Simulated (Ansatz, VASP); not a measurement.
Al in VASP and in Ansatz

```
CELL_PARAMETERS angstrom
-2.46559 2.50947 1.33809
2.46559 -2.50947 1.33809
2.46559 2.50947 -1.33809
ATOMIC_POSITIONS crystal
Al 0.37500 0.12500 0.25000
Al 0.62500 0.87500 0.75000
```

Alike in both runs: task single point; functional PBE; k mesh 8 × 8 × 8; occupations gaussian, width 0.1 eV; no spin polarisation.

|  | VASP | Ansatz |
| --- | --- | --- |
| version | VASP 6.6.1 | Ansatz 0.2.0 |
| potentials or method | VASP PAW PBE potentials, release 64 (Al), cutoff 520 eV | scalar-relativistic, plane waves, PAW |
| valence electrons in the cell | 6 | 6 |

Ansatz gave:

```
gap on the k mesh at the Fermi level (eV)                     : none
pressure (GPa)                                                : 12.4
traceless stress, the component that is largest in VASP (GPa) : -8.09
rms of the force components (eV/Å)                            : 0.060
```

**Question.** Estimate VASP's values.

**Answer.** gap on the k mesh at the Fermi level (eV): none; pressure (GPa): 12.4; traceless stress, the component that is largest in VASP (GPa): -8.08; rms of the force components (eV/Å): 0.060.

Atom by atom the forces differ by 0.000 eV/Å (rms over components). A gap of «none» marks a metal or a gap that the smearing closes. The functional is the same, so the differences come from potentials, cutoffs and numerics.
